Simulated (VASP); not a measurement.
# TiO2 (P3_121) in VASP: a series of runs, part 2 of 2

VASP 6.6.1. Earlier steps stand in the parts before.

**3. Single point, r2SCAN (17.50 Å³/atom)**

This run uses another cell than the first one, of 17.50 Å³/atom.

Contents of POSCAR:

```
TiO2
1.0
    5.5082850893      0.0000000000      0.0000000000
   -2.7541425447      4.7703148186      0.0000000000
    0.0000000000      0.0000000000      5.9936002386
Ti O
3 6
Direct
    0.4608688370      0.0000000000      0.3333333333
    0.0000000000      0.4608688370      0.6666666667
    0.5391311630      0.5391311630      0.0000000000
    0.4164337386      0.2802358776      0.2207647380
    0.7197641224      0.1361978610      0.5540980713
    0.8638021390      0.5835662614      0.8874314047
    0.2802358776      0.4164337386      0.7792352620
    0.1361978610      0.7197641224      0.4459019287
    0.5835662614      0.8638021390      0.1125685953
```

Contents of INCAR.step1:

```
ALGO = Normal ; EDIFF = 1E-4
ENCUT = 520 ; GGA = PE
ISMEAR = 0 ; LASPH = True
LCHARG = False ; LREAL = False
LWAVE = True ; NBANDS = 46
NELM = 100 ; PREC = Accurate
SIGMA = 0.02
```

Contents of INCAR.step2:

```
ALGO = Normal ; EDIFF = 1E-6
ENCUT = 520 ; ISIF = 2
ISMEAR = 0 ; ISTART = 1
LASPH = True ; LCHARG = True
LELF = True ; LMIXTAU = True
LREAL = False ; LVHAR = True
LWAVE = False ; METAGGA = R2SCAN
NBANDS = 46 ; NELM = 100
PREC = Accurate ; SIGMA = 0.02
```

Contents of KPOINTS:

```
k-points
0
Gamma
  6 6 4
```

Potentials or basis: VASP PAW PBE potentials, release 64 (Ti_sv, O).

The run is started by

```sh
cat potpaw_PBE.64/Ti_sv/POTCAR potpaw_PBE.64/O/POTCAR > POTCAR
cp INCAR.step1 INCAR
mpirun -np 1 vasp_std > vasp.out
cp INCAR.step2 INCAR
mpirun -np 1 vasp_std > vasp.out
```

OUTCAR:

```text
EDIFF = 1E-6
   ENCUT = 520
   ISIF = 2
   ISMEAR = 0
   ISTART = 1
   LASPH = True
   LREAL = False
   METAGGA = R2SCAN
   NELM = 100
   PREC = Accurate

 ion  position               nearest neighbor table
   1  0.461  0.000  0.333-   4 1.81   8 1.81   5 1.81   9 1.81
   2  0.000  0.461  0.667-   7 1.81   5 1.81   8 1.81   6 1.81
   3  0.539  0.539  0.000-   6 1.81   9 1.81   7 1.81   4 1.81
   4  0.416  0.280  0.221-   1 1.81   3 1.81
   5  0.720  0.136  0.554-   2 1.81   1 1.81
   6  0.864  0.584  0.887-   3 1.81   2 1.81
   7  0.280  0.416  0.779-   2 1.81   3 1.81
   8  0.136  0.720  0.446-   1 1.81   2 1.81
   9  0.584  0.864  0.113-   3 1.81   1 1.81

  LATTYP: Found a hexagonal cell.
 ALAT       =     5.5082850893
 C/A-ratio  =     1.0881063964

  Lattice vectors:

 A1 = (   5.5082850893,   0.0000000000,   0.0000000000)
 A2 = (  -2.7541425447,   4.7703148186,   0.0000000000)
 A3 = (   0.0000000000,   0.0000000000,   5.9936002386)

Analysis of symmetry for initial positions (statically):
=====================================================================
 Subroutine PRICEL returns:
 Original cell was already a primitive cell.

 Routine SETGRP: Setting up the symmetry group for a
 hexagonal supercell.

 Subroutine GETGRP returns: Found  6 space group operations
 (whereof  2 operations were pure point group operations)
 out of a pool of 24 trial point group operations.

The static configuration has the point symmetry C_2 .
 The point group associated with its full space group is D_3 .

Analysis of symmetry for dynamics (positions and initial velocities):
=====================================================================
 Subroutine PRICEL returns:
 Original cell was already a primitive cell.

 Routine SETGRP: Setting up the symmetry group for a
 hexagonal supercell.

 Subroutine GETGRP returns: Found  6 space group operations
 (whereof  2 operations were pure point group operations)
 out of a pool of 24 trial point group operations.

The dynamic configuration has the point symmetry C_2 .
 The point group associated with its full space group is D_3 .

 Subroutine INISYM returns: Found  6 space group operations
 (whereof  2 operations are pure point group operations),
 and found     1 'primitive' translations

----------------------------------------------------------------------------------------

                                     Primitive cell

  volume of cell :     157.4894

  direct lattice vectors                    reciprocal lattice vectors
     5.508285089  0.000000000  0.000000000     0.181544707  0.104814885  0.000000000
    -2.754142545  4.770314819  0.000000000     0.000000000  0.209629770  0.000000000
     0.000000000  0.000000000  5.993600239     0.000000000  0.000000000  0.166844628

  length of vectors
     5.508285089  5.508285089  5.993600239     0.209629770  0.209629770  0.166844628

  position of ions in fractional coordinates (direct lattice)
     0.460868837  0.000000000  0.333333333
[... 48 lines left out ...]
            Coordinates               Weight
  0.000000  0.000000  0.000000      1.000000
  0.166667  0.000000  0.000000      6.000000
  0.333333  0.000000  0.000000      6.000000
  0.500000  0.000000  0.000000      3.000000
  0.166667  0.166667  0.000000      6.000000
  0.333333  0.166667  0.000000     12.000000
[... 16 lines left out ...]
  0.333333  0.166667  0.500000     12.000000
  0.333333  0.333333  0.500000      2.000000
   k-points           NKPTS =     24   k-points in BZ     NKDIM =     24   number of bands    NBANDS=     46
   number of dos      NEDOS =    301   number of ions     NIONS =      9
   total plane-waves  NPLWV =  84672
   dimension x,y,z NGX =    42 NGY =   42 NGZ =   48
   dimension x,y,z NGXF=    84 NGYF=   84 NGZF=   96
   ions per type =               3   6
   NGX,Y,Z   is equivalent  to a cutoff of  12.68, 12.68, 13.31 a.u.
   NGXF,Y,Z  is equivalent  to a cutoff of  25.35, 25.35, 26.63 a.u.
 SYSTEM =  unknown system
   PREC   = accura    normal or accurate (medium, high low for compatibility)
   ISTART =      1    job   : 0-new  1-cont  2-samecut
   ICHARG =      0    charge: 1-file 2-atom 10-const
   ISPIN  =      1    spin polarized calculation?
   LNONCOLLINEAR =      F non collinear calculations
   LSORBIT =      F    spin-orbit coupling
   LASPH  =      T    aspherical Exc in radial PAW
   ENCUT  =  520.0 eV  38.22 Ry    6.18 a.u.  10.24 10.24 11.14*2*pi/ulx,y,z
   NELM   =    100;   NELMIN=  2; NELMDL=  0     # of ELM steps
   EDIFF  = 0.1E-05   stopping-criterion for ELM
   LREAL  =      F    real-space projection
   EDIFFG = 0.1E-04   stopping-criterion for IOM
   NSW    =      0    number of steps for IOM
   IBRION =     -1    ionic relax: 0-MD 1-quasi-New 2-CG
   NFREE  =      0    steps in history (QN), initial steepest desc. (CG)
   ISIF   =      2    stress and relaxation
   ISYM   =      2    0-nonsym 1-usesym 2-fastsym
   POTIM  = 0.5000    time-step for ionic-motion
   TEBEG  =    0.0;   TEEND  =   0.0 temperature during run
   PSTRESS=    0.0 pullay stress
   NELECT =      72.0000    total number of electrons
   NUPDOWN=      -1.0000    fix difference up-down
   EMIN   =  10.00;   EMAX   =-10.00  energy-range for DOS
   EFERMI =   0.00;   METHOD = LEGACY
   ISMEAR =     0;   SIGMA  =   0.02  broadening in eV -4-tet -1-fermi 0-gaus
   EFERMI_NEDOS =   21; number of points for ismear=-14 and -15
   IALGO  =     38    algorithm
   IMIX   =      4    mixing-type and parameters
     AMIX     =   0.40;   BMIX     =  1.00
     AMIX_MAG =   1.60;   BMIX_MAG =  1.00
  volume/ion in A,a.u.               =      17.50       118.09
  Fermi-wavevector in a.u.,A,eV,Ry     =   1.261155  2.383238 21.640241  1.590513
  Thomas-Fermi vector in A             =   2.394629
   LORBIT       =      0    0 simple, 1 ext, 2 COOP (PROOUT), +10 PAW based schemes
   METAGGA = R2SCAN    functional components
   LHFCALC =     F    Hartree Fock is set to
   AEXX    =    0.0000 exact exchange contribution
   IVDW    =     0    specifies the selected vdW correction
   LEPSILON=     F    determine dielectric tensor
   LRPA    =     F    only Hartree local field effects (RPA)
 non-spin polarized calculation
 Gauss-broadening in eV      SIGMA  =   0.02
  energy-cutoff  :      520.00
  volume of cell :      157.49
 maximum number of plane-waves:      4272
 NGX is ok and might be reduce to    42
   NGX = 21   NGY = 21   NGZ = 23

 number of electron      72.0000003 magnetization

 Free energy of the ion-electron system (eV)
  ---------------------------------------------------
  ext. energy  EPLUGINS =         0.00000000
  ---------------------------------------------------
  free energy    TOTEN  =      -103.43423490 eV

  energy without entropy =     -103.43423490  energy(sigma->0) =     -103.43423490

 E-fermi :  -0.9807     XC(G=0):  -8.7724

 val. band max:       -1.1755013787   @ k =   0.0000   0.0000   0.5000
 cond. band min:       2.9053933843   @ k =   0.0000   0.0000   0.5000
 fundamental gap:      4.0808947630
 Fermi energy:        -0.9807319895

 k-point     1 :       0.0000    0.0000    0.0000
  band No.  band energies     occupation
      1     -58.5528      2.00000
      2     -58.5372      2.00000
      3     -58.5372      2.00000
      4     -33.9673      2.00000
      5     -33.9313      2.00000
      6     -33.9312      2.00000
[... 1165 lines left out ...]
     45       5.0059      0.00000
     46       5.5395      0.00000

------------------------ aborting loop because EDIFF is reached ----------------------------------------

  FORCE on cell =-STRESS in cart. coord.  units (eV):
  Direction    XX          YY          ZZ          XY          YZ          ZX
  --------------------------------------------------------------------------------------
  -------------------------------------------------------------------------------------
  Total        0.9784506      0.9784506      1.0260757     -0.0000000      0.0000000     -0.0000000
  in kB        9.9540141      9.9540141     10.4385162     -0.0000000      0.0000000     -0.0000000
  external PRESSURE =      10.1155148 kB  Pullay stress =       0.0000000 kB

 VOLUME and BASIS-vectors are now :
 -----------------------------------------------------------------------------
  energy-cutoff  :      520.00
  volume of cell :      157.49
      direct lattice vectors                 reciprocal lattice vectors
     5.508285089  0.000000000  0.000000000     0.181544707  0.104814885  0.000000000
    -2.754142545  4.770314819  0.000000000     0.000000000  0.209629770  0.000000000
     0.000000000  0.000000000  5.993600239     0.000000000  0.000000000  0.166844628

 POSITION                                       TOTAL-FORCE (eV/Angst)
 -----------------------------------------------------------------------------------
      2.53860      0.00000      1.99787        -0.024090      0.000000      0.000000
     -1.26930      2.19849      3.99573         0.012045     -0.020863      0.000000
      1.48484      2.57183      0.00000         0.012045      0.020863      0.000000
      1.52203      1.33681      1.32318        -0.056992      0.005083      0.041264
      3.58956      0.64971      3.32104         0.024094     -0.051898      0.041264
      3.15084      2.78379      5.31891         0.032898      0.046815      0.041264
      0.39670      1.98652      4.67042         0.032898     -0.046815     -0.041264
     -1.23212      3.43350      2.67256        -0.056992     -0.005083     -0.041264
      0.83542      4.12061      0.67469         0.024094      0.051898     -0.041264
 -----------------------------------------------------------------------------------
    total drift:                                0.000001      0.000000      0.000000

  FREE ENERGIE OF THE ION-ELECTRON SYSTEM (eV)
  ---------------------------------------------------
  free  energy   TOTEN  =      -103.4342348966 eV

  energy  without entropy=     -103.4342348966  energy(sigma->0) =     -103.43423490
```

It took 6.5 min on 1 thread of Intel Xeon 6975P-C (Granite Rapids), shared host; peak memory 0.38 GiB.

Results:

```
Free energy            : -103.4342 eV
Pressure               : 1.0 GPa
Largest force          : 0.071 eV/Å
Band gap on the k mesh : 4.08 eV
```

Forces on the atoms (eV/Å):
```
Ti  -0.024  0.000  0.000
Ti   0.012 -0.021  0.000
Ti   0.012  0.021  0.000
O   -0.057  0.005  0.041
O    0.024 -0.052  0.041
O    0.033  0.047  0.041
O    0.033 -0.047 -0.041
O   -0.057 -0.005 -0.041
O    0.024  0.052 -0.041
```

Levels at points of the mesh, in eV from the valence-band top:
| k point | band 34 | band 35 | band 36 | band 37 | band 38 | band 39 |
| --- | --- | --- | --- | --- | --- | --- |
| (0.00, 0.00, 0.00) | -0.38 | -0.31 | -0.31 | 4.18 | 4.70 | 4.70 |
| (0.50, 0.00, 0.00) | -0.75 | -0.21 | -0.01 | 4.36 | 4.36 | 4.65 |
| (0.00, 0.00, 0.50) | -0.06 | -0.06 | 0.00 | 4.08 | 4.48 | 4.48 |
| (0.50, 0.00, 0.50) | -0.41 | -0.28 | -0.25 | 4.64 | 4.85 | 4.90 |

Caveat: the PAW data sets were made with another functional, which shifts forces and pressure a little. A k mesh can miss the band edges.

**4. Single point, r2SCAN**

This run uses another cell than the first one, of 18.04 Å³/atom.

Contents of POSCAR:

```
TiO2
1.0
    5.5619879784      0.0000000000      0.0000000000
   -2.7809939892      4.8168228848      0.0000000000
    0.0000000000      0.0000000000      6.0602252481
Ti O
3 6
Direct
    0.4661652244      0.0000000000      0.3333333333
    0.0000000000      0.4661652244      0.6666666667
    0.5338347756      0.5338347756      0.0000000000
    0.4189423371      0.2717377162      0.2136010214
    0.7282622838      0.1472046209      0.5469343547
    0.8527953791      0.5810576629      0.8802676880
    0.2717377162      0.4189423371      0.7863989786
    0.1472046209      0.7282622838      0.4530656453
    0.5810576629      0.8527953791      0.1197323120
```

Contents of INCAR.step1:

```
SYSTEM = TiO2
ALGO = Normal
EDIFF = 1E-4
ENCUT = 520
GGA = PE
ISMEAR = 0
LASPH = .True.
LCHARG = .False.
LREAL = .False.
LWAVE = .True.
NBANDS = 46
NELM = 100
PREC = Accurate
SIGMA = 0.02
```

Contents of INCAR.step2:

```
SYSTEM = TiO2
ALGO = Normal
EDIFF = 1E-7
ENCUT = 520
ISIF = 2
ISMEAR = 0
ISTART = 1
LASPH = .True.
LCHARG = .False.
LMIXTAU = .True.
LREAL = .False.
LWAVE = .False.
METAGGA = R2SCAN
NBANDS = 46
NELM = 100
PREC = Accurate
SIGMA = 0.02
```

Contents of KPOINTS:

```
k-points
0
Gamma
  6 6 4
  0 0 0
```

The run is started by

```sh
cat potpaw_PBE.64/Ti_sv/POTCAR potpaw_PBE.64/O/POTCAR > POTCAR
cp INCAR.step1 INCAR
mpirun -np 1 vasp_std > vasp.out
cp INCAR.step2 INCAR
mpirun -np 1 vasp_std > vasp.out
```

Run time: 7 min. Hardware: 1 thread of Intel Xeon 6975P-C (Granite Rapids), shared host; peak memory 0.39 GiB.

The run converged. Its results:

- Free energy: -103.4410 eV
- Pressure: 0.7 GPa
- Largest force: 0.067 eV/Å
- Band gap on the k mesh: 4.05 eV

Forces on the atoms (eV/Å):
```
Ti  -0.014  0.000  0.000
Ti   0.007 -0.012  0.000
Ti   0.007  0.012  0.000
O   -0.055  0.002  0.038
O    0.026 -0.048  0.038
O    0.029  0.047  0.038
O    0.029 -0.047 -0.038
O   -0.055 -0.002 -0.038
O    0.026  0.048 -0.038
```

Levels at points of the mesh, in eV from the valence-band top:
```tsv
k point	band 33	band 34	band 35	band 36	band 37	band 38	band 39	band 40
(0.00, 0.00, 0.00)	-0.83	-0.33	-0.31	-0.31	4.11	4.66	4.66	5.09
(0.50, 0.00, 0.00)	-0.81	-0.79	-0.20	-0.03	4.32	4.33	4.63	5.28
(0.00, 0.00, 0.50)	-0.62	-0.05	-0.05	0.00	4.05	4.45	4.45	4.83
(0.50, 0.00, 0.50)	-0.74	-0.44	-0.30	-0.25	4.59	4.82	4.87	5.31
```

Caveat: the PAW data sets were made with another functional, which shifts forces and pressure a little. A k mesh can miss the band edges.

**5. Summary**

| cell | gap on the mesh (eV) | pressure (GPa) | largest force (eV/Å) |
| --- | --- | --- | --- |
| a = 5.451, b = 5.451, c = 5.931 Å, angles 90.0, 90.0, 120.0°, 9 atoms, atomic positions A | 4.10 | 1.3 | 0.08 |
| a = 5.508, b = 5.508, c = 5.994 Å, angles 90.0, 90.0, 120.0°, 9 atoms, atomic positions B | 4.08 | 1.0 | 0.07 |
| a = 5.562, b = 5.562, c = 6.060 Å, angles 90.0, 90.0, 120.0°, 9 atoms, atomic positions C | 4.05 | 0.7 | 0.07 |

Alike in all rows: task single point; level r2SCAN; potentials or basis VASP PAW PBE potentials, release 64 (Ti_sv, O); no spin polarisation; k mesh 6 × 6 × 4; cutoff (eV) 520; smearing gaussian 0.02 eV.

Caveats: the PAW data sets were made with another functional, which shifts forces and pressure a little.

Absolute energies hang on the potentials; compare differences alone.
